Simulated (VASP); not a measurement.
Set up this calculation in VASP 6.6.1, as the native input.

| Item | Value |
| --- | --- |
| Task | single point |
| Functional | PBE |
| Potentials or basis | VASP PAW PBE potentials, release 64 (Co, Ge_d, Pd) |
| Cutoff | 520 eV |
| k mesh | 4 × 4 × 4 |
| Occupations | gaussian, width 0.1 eV |
| Spin | collinear spin, ferromagnetic start |
| Starting moments | [3.0, 0.0, 0.0, 0.0, 0.0] μB |
| Dipole correction | no |
| Further INCAR settings | ALGO = Normal; EDIFF = 1e-06; NBANDS = 42 |

The structure of CoGe3Pd lies in POSCAR:

```
CoGe3Pd
1.0
    4.6562461500      0.0000000000      0.0000000000
    0.0000000000      4.6562461500      0.0000000000
    0.0000000000      0.0000000000      4.2275761300
Co Ge Pd
1 3 1
Direct
    0.0000000000      0.0000000000      0.5000000000
    0.0000000000      0.5000000000      0.0000000000
    0.5000000000      0.0000000000      0.0000000000
    0.5000000000      0.5000000000      0.5000000000
    0.0000000000      0.0000000000      0.0000000000
```

The cell was built from a structure type or drawn by symmetry, and may not be a known phase.

The input as run:

INCAR

```
PREC     = Accurate       # precision mode
ENCUT    = 520            # plane-wave cutoff, eV
EDIFF    = 1E-6           # SCF threshold, eV
ISMEAR   = 0              # smearing method
SIGMA    = 0.1            # smearing width, eV
LREAL    = F              # projectors in reciprocal space
LASPH    = T              # aspherical terms in the spheres
NELM     = 150            # most SCF steps
ALGO     = Normal         # electronic algorithm
ISIF     = 2              # what is computed and relaxed
LWAVE    = F              # write WAVECAR
LCHARG   = F              # write CHGCAR
ISPIN    = 2              # spin polarisation
MAGMOM   = 3 0 0 0 0      # initial moments
LORBIT   = 11             # projections on sites
LMAXMIX  = 4              # l up to which the mixer works
GGA      = PE             # functional
NBANDS   = 42             # bands
```

KPOINTS

```
regular mesh
0
Gamma
  4 4 4
```

Potentials or basis: VASP PAW PBE potentials, release 64 (Co, Ge_d, Pd).

Command:

```sh
$ cat potpaw_PBE.64/Co/POTCAR potpaw_PBE.64/Ge_d/POTCAR potpaw_PBE.64/Pd/POTCAR > POTCAR
$ mpirun -np 1 vasp_std > vasp.out
```

It gave:

```json
{
 "Pressure": "16.6 GPa",
 "Net moment": "1.97 μB per cell",
 "Site moments": "Co +1.76; Ge +0.02, -0.01 (each value once); Pd +0.17 μB",
 "Valence electrons inside the program's atomic spheres": "Co 8.20; Ge 12.28, 12.08 (each value once); Pd 10.38"
}
```

Caveat: the k points lie up to 0.37 Å⁻¹ apart.

It took 110 s on 1 thread of Intel(R) Xeon(R) Platinum 8375C CPU @ 2.90GHz (Ice Lake) (shared host), peak memory 0.29 GiB.
